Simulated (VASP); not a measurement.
# Ga3AsN2 (I-4m2) in VASP: a series of runs, part 2 of 2

VASP 6.6.1. The steps go on from the part before.

## (4) Relaxation of cell and atoms, PBE

This run uses another cell than the first one, of 16.68 Å³/atom, 1.102 times its volume.

The input, INCAR:

```
SYSTEM = Ga3AsN2
PREC = Accurate
ENCUT = 600
EDIFF = 1E-6
ISMEAR = 0
SIGMA = 0.1
LREAL = .False.
LASPH = .True.
NELM = 80
ALGO = Normal
ISIF = 3
LWAVE = .False.
LCHARG = .False.
GGA = PE
IBRION = 2
NSW = 90
EDIFFG = -0.04
```

The input, KPOINTS:

```
Automatic mesh
0
Gamma
  6 6 6
  0 0 0
```

The input, POSCAR:

```
Ga3AsN2
1.0
   -1.8067373500      1.8067373500      7.6653373800
    1.8067373500     -1.8067373500      7.6653373800
    1.8067373500      1.8067373500     -7.6653373800
Ga As N
3 1 2
Direct
    0.0000000000      0.0000000000      0.0000000000
    0.6666666700      0.6666666700      0.0000000000
    0.3333333300      0.3333333300      0.0000000000
    0.2500000000      0.7500000000      0.5000000000
    0.5833333300      0.0833333300      0.5000000000
    0.9166666700      0.4166666700      0.5000000000
```

Potentials or basis: VASP PAW PBE potentials, release 64 (Ga_d, As, N).

Launch:

```
cat potpaw_PBE.64/Ga_d/POTCAR potpaw_PBE.64/As/POTCAR potpaw_PBE.64/N/POTCAR > POTCAR
mpirun -np 1 vasp_std > vasp.out
```

OUTCAR:

```text
SYSTEM = Ga3AsN2
   PREC = Accurate
   ENCUT = 600
   EDIFF = 1E-6
   ISMEAR = 0
   LREAL = .False.
   LASPH = .True.
   NELM = 80
   ISIF = 3
   GGA = PE
   IBRION = 2
   NSW = 90
   EDIFFG = -0.04

 ion  position               nearest neighbor table
   1  0.000  0.000  0.000-   5 2.21   6 2.21   5 2.21   6 2.21
   2  0.667  0.667  0.000-   4 2.21   4 2.21   5 2.21   5 2.21
   3  0.333  0.333  0.000-   4 2.21   4 2.21   6 2.21   6 2.21
   4  0.250  0.750  0.500-   3 2.21   2 2.21   3 2.21   2 2.21
   5  0.583  0.083  0.500-   1 2.21   1 2.21   2 2.21   2 2.21
   6  0.917  0.417  0.500-   1 2.21   1 2.21   3 2.21   3 2.21

  LATTYP: Found a body centered tetragonal cell.
 ALAT       =     3.6134747000
 C/A-ratio  =     4.2426406805

  Lattice vectors:

 A1 = (  -1.8067373500,   1.8067373500,   7.6653373800)
 A2 = (   1.8067373500,  -1.8067373500,   7.6653373800)
 A3 = (   1.8067373500,   1.8067373500,  -7.6653373800)

Analysis of symmetry for initial positions (statically):
=====================================================================
 Subroutine PRICEL returns:
 Original cell was already a primitive cell.

 Routine SETGRP: Setting up the symmetry group for a
 body centered tetragonal supercell.

 Subroutine GETGRP returns: Found  8 space group operations
 (whereof  8 operations were pure point group operations)
 out of a pool of 16 trial point group operations.

The static configuration has the point symmetry D_2d.

Analysis of symmetry for dynamics (positions and initial velocities):
=====================================================================
 Subroutine PRICEL returns:
 Original cell was already a primitive cell.

 Routine SETGRP: Setting up the symmetry group for a
 body centered tetragonal supercell.

 Subroutine GETGRP returns: Found  8 space group operations
 (whereof  8 operations were pure point group operations)
 out of a pool of 16 trial point group operations.
[... 145 lines left out ...]
 maximum number of plane-waves:      3366
 NGX is ok and might be reduce to    70
   NGX = 33   NGY = 33   NGZ = 33

--------------------------------------- Ionic step        1  -------------------------------------------

 number of electron      54.0000001 magnetization

 Free energy of the ion-electron system (eV)
  ---------------------------------------------------
  ext. energy  EPLUGINS =         0.00000000
  ---------------------------------------------------
  free energy    TOTEN  =       -28.86746267 eV

  energy without entropy =      -28.86738001  energy(sigma->0) =      -28.86742134

------------------------ aborting loop because EDIFF is reached ----------------------------------------

  FORCE on cell =-STRESS in cart. coord.  units (eV):
  Direction    XX          YY          ZZ          XY          YZ          ZX
  --------------------------------------------------------------------------------------
  -------------------------------------------------------------------------------------
  Total       -1.0077265     -1.0077265     -2.4610244      0.0000000     -0.0000000      0.0000000
  in kB      -16.1313963    -16.1313963    -39.3953701      0.0000000     -0.0000000      0.0000000
  external PRESSURE =     -23.8860543 kB  Pullay stress =       0.0000000 kB
[... 101 lines left out ...]
  FREE ENERGIE OF THE ION-ELECTRON SYSTEM (eV)
  ---------------------------------------------------
  free  energy   TOTEN  =       -30.4904953790 eV

  energy  without entropy=      -30.4849724068  energy(sigma->0) =      -30.48773389

[... ionic steps 4 to 7 ...]

--------------------------------------- Ionic step        8  -------------------------------------------

 number of electron      54.0000001 magnetization

------------------------ aborting loop because EDIFF is reached ----------------------------------------
[... 75 lines left out ...]
--------------------------------------- Ionic step       10  -------------------------------------------

 number of electron      54.0000002 magnetization

 Free energy of the ion-electron system (eV)
  ---------------------------------------------------
  ext. energy  EPLUGINS =         0.00000000
  ---------------------------------------------------
  free energy    TOTEN  =       -30.96599664 eV

  energy without entropy =      -30.96162459  energy(sigma->0) =      -30.96381062

 E-fermi :   5.9198     XC(G=0): -10.7421

 val. band max:        5.8804108188   @ k =   0.5000  -0.0000   0.0000
 cond. band min:       6.0059010671   @ k =   0.1667  -0.0000   0.0000
 fundamental gap:      0.1254902484
 Fermi energy:         5.9198344173

 k-point     1 :       0.0000    0.0000    0.0000
  band No.  band energies     occupation
      1     -10.9280      2.00000
      2     -10.6277      2.00000
      3      -9.6212      2.00000
      4      -9.6212      2.00000
      5      -9.5847      2.00000
      6      -9.5586      2.00000
[... 829 lines left out ...]
     31       9.4423      0.00000
     32      10.2059      0.00000

 [... further k-points ...]
[... 5 lines left out ...]
  --------------------------------------------------------------------------------------
  -------------------------------------------------------------------------------------
  Total        0.0179694      0.0179694     -0.0206796      0.0000000      0.0000000      0.0000000
  in kB        0.3171538      0.3171538     -0.3649890      0.0000000      0.0000000      0.0000000
  external PRESSURE =       0.0897729 kB  Pullay stress =       0.0000000 kB
[... 21 lines left out ...]
  FREE ENERGIE OF THE ION-ELECTRON SYSTEM (eV)
  ---------------------------------------------------
  free  energy   TOTEN  =       -30.9659966422 eV

  energy  without entropy=      -30.9616245919  energy(sigma->0) =      -30.96381062

 reached required accuracy - stopping structural energy minimisation
```

CONTCAR:

```text
Ga3AsN2
   1.00000000000000
    -1.7558193795981245    1.7558193795981245    7.3612839094957172
     1.7558193795981245   -1.7558193795981245    7.3612839094957172
     1.7558193795981245    1.7558193795981245   -7.3612839094957172
  Ga              As              N
     3     1     2
Direct
     0.0000000000000000    0.0000000000000000    0.0000000000000000
     0.6414368514607047    0.6414368514607047    0.0000000000000000
     0.3585631485392954    0.3585631485392954    0.0000000000000000
     0.2500000000000000    0.7500000000000000    0.5000000000000000
     0.5691765148894149    0.0691765148894150    0.5000000000000000
     0.9308234851105851    0.4308234851105851    0.5000000000000000

  0.00000000E+00  0.00000000E+00  0.00000000E+00
  0.00000000E+00  0.00000000E+00  0.00000000E+00
  0.00000000E+00  0.00000000E+00  0.00000000E+00
  0.00000000E+00  0.00000000E+00  0.00000000E+00
  0.00000000E+00  0.00000000E+00  0.00000000E+00
  0.00000000E+00  0.00000000E+00  0.00000000E+00
```

Run time: 44 min. Hardware: 1 thread of AMD EPYC 9R45 (Zen 5), shared host; peak memory 0.78 GiB.

Results:

```
Free energy                            : -30.9660 eV
Relaxed volume                         : 15.13 Å³/atom
Relaxed cell                           : a = 7.769 Å, b = 7.769 Å, c = 7.769 Å, α = 153.88°, β = 153.88°, γ = 37.28°
Space group after relaxing (to 0.05 Å) : I-4m2 (No. 119)
Energy gained by relaxing              : 349.8 meV/atom
Ionic steps                            : 10
Pressure after relaxing                : 0.0 GPa
Largest force after relaxing           : 0.019 eV/Å
Band gap on the k mesh                 : zero (band 27 reaches 5.88 eV, above the bottom of band 28 at 5.53 eV)
```

Forces on the atoms (eV/Å):
```
Ga   0.000  0.000  0.000
Ga   0.000  0.000 -0.019
Ga   0.000  0.000  0.019
As   0.000  0.000  0.000
N    0.000  0.000 -0.015
N    0.000  0.000  0.015
```

The path:
| step | energy change (eV) | largest force (eV/Å) | pressure (GPa) | volume (Å³) |
| --- | --- | --- | --- | --- |
| 1 | 0.0000 | 5.0575 | -2.39 | 100.09 |
| 2 | -1.5387 | 1.5241 | -4.15 | 96.52 |
| 3 | -1.6230 | 1.9968 | -3.72 | 95.41 |
| 4 | -1.9771 | 1.2139 | 2.28 | 89.34 |
| 5 | -1.9993 | 0.8662 | 4.80 | 87.44 |
| 6 | -2.0824 | 0.4572 | -0.37 | 91.28 |
| 7 | -2.0958 | 0.1279 | 0.73 | 90.21 |
| 8 | -2.0958 | 0.1212 | 0.91 | 90.16 |
| 9 | -2.0976 | 0.0823 | -0.43 | 91.16 |
| 10 | -2.0985 | 0.0188 | 0.01 | 90.78 |

Final structure:
```xyz
6
Lattice="-1.7558 1.7558 7.3613 1.7558 -1.7558 7.3613 1.7558 1.7558 -7.3613" Properties=species:S:1:pos:R:3 pbc="T T T"
Ga    0.0000    0.0000    0.0000
Ga    0.0000    0.0000    9.4436
Ga    0.0000    0.0000    5.2790
As    1.7558    0.0000    3.6806
N     0.0000    1.7558    1.0185
N     0.0000    1.7558    6.3428
```

Caveat: the k points lie up to 0.42 Å⁻¹ apart in the final cell.

## (5) Summary

```tsv
task	cell	cutoff (eV)	gap on the mesh (eV)	pressure (GPa)	largest force (eV/Å)
single point	a = 7.761 Å, angles 153.8, 153.8, 37.3°, 6 atoms	520	none	0.1	-
single point	a = 8.080 Å, angles 154.2, 154.2, 36.9°, 6 atoms	520	0.30	-2.3	5.06
relaxation of cell and atoms	relaxed from a = 8.080 Å, angles 154.2, 154.2, 36.9°, 6 atoms	600	none	0.0	0.02
```

Alike in all rows: level PBE; potentials or basis VASP PAW PBE potentials, release 64 (Ga_d, As, N); no spin polarisation; k mesh 6 × 6 × 6; smearing gaussian 0.1 eV.

Caveats: some runs use coarse meshes; forces of over 1 eV/Å act on the atoms, so gaps and moduli don't describe the material at rest (some runs).

Total energies depend on the potentials used, so only differences within one code and one set of settings carry meaning.
